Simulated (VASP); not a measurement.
Write the native input for VASP 6.6.1 that does the following.

```
Task                   : relaxation of cell and atoms
Functional             : PBE
Potentials or basis    : VASP PAW PBE potentials, release 64 (C)
Cutoff                 : 600 eV
k mesh                 : 8 × 8 × 8
Occupations            : gaussian, width 0.02 eV
Spin                   : no spin polarisation
Dipole correction      : no
Further INCAR settings : ALGO = Normal; EDIFF = 1e-07; IBRION = 2; EDIFFG = -0.005; NSW = 100; ISIF = 3
```

The structure of C lies in POSCAR:

```
C
1.0
   -2.4217198476      2.4217198476      2.4217198476
    2.4217198476     -2.4217198476      2.4217198476
    2.4217198476      2.4217198476     -2.4217198476
C
8
Direct
    0.3253069600      0.0000000000      0.0000000000
    0.6746930400      0.6746930400      0.6746930400
    0.0000000000      0.3253069600      0.0000000000
    0.0000000000      0.0000000000      0.3253069600
    0.0000000000      0.6746930400      0.0000000000
    0.3253069600      0.3253069600      0.3253069600
    0.6746930400      0.0000000000      0.0000000000
    0.0000000000      0.0000000000      0.6746930400
```

These files were run (other wordings do the same):

INCAR

```
PREC = Accurate ; ENCUT = 600
EDIFF = 1E-7 ; ISMEAR = 0
SIGMA = 0.02 ; LREAL = F
LASPH = T ; NELM = 60
ALGO = Normal ; ISIF = 3
LWAVE = F ; LCHARG = F
GGA = PE ; IBRION = 2
NSW = 100 ; EDIFFG = -0.005
```

KPOINTS

```
Automatic mesh
0
Gamma
  8 8 8
```

Potentials or basis: VASP PAW PBE potentials, release 64 (C).

Run with:

```console
$ cat potpaw_PBE.64/C/POTCAR > POTCAR
$ mpirun -np 1 vasp_std > vasp.out
```

Results of the run:

```yaml
Relaxed_volume: 7.24 Å³/atom
Relaxed_cell: a = 4.222 Å, b = 4.222 Å, c = 4.222 Å, α = 109.47°, β = 109.47°, γ = 109.47°
Space_group_after_relaxing_to_0.1_Å: Im-3m (No. 229)
Energy_gained_by_relaxing: 2.7 meV/atom
Ionic_steps: 5
Pressure_after_relaxing: 0.0 GPa
Band_gap_on_the_k_mesh: 3.11 eV (least direct gap 3.85 eV)
```

Wall time 4.6 min on 1 thread of Intel Xeon 8259CL (shared host), peak memory 0.21 GiB.
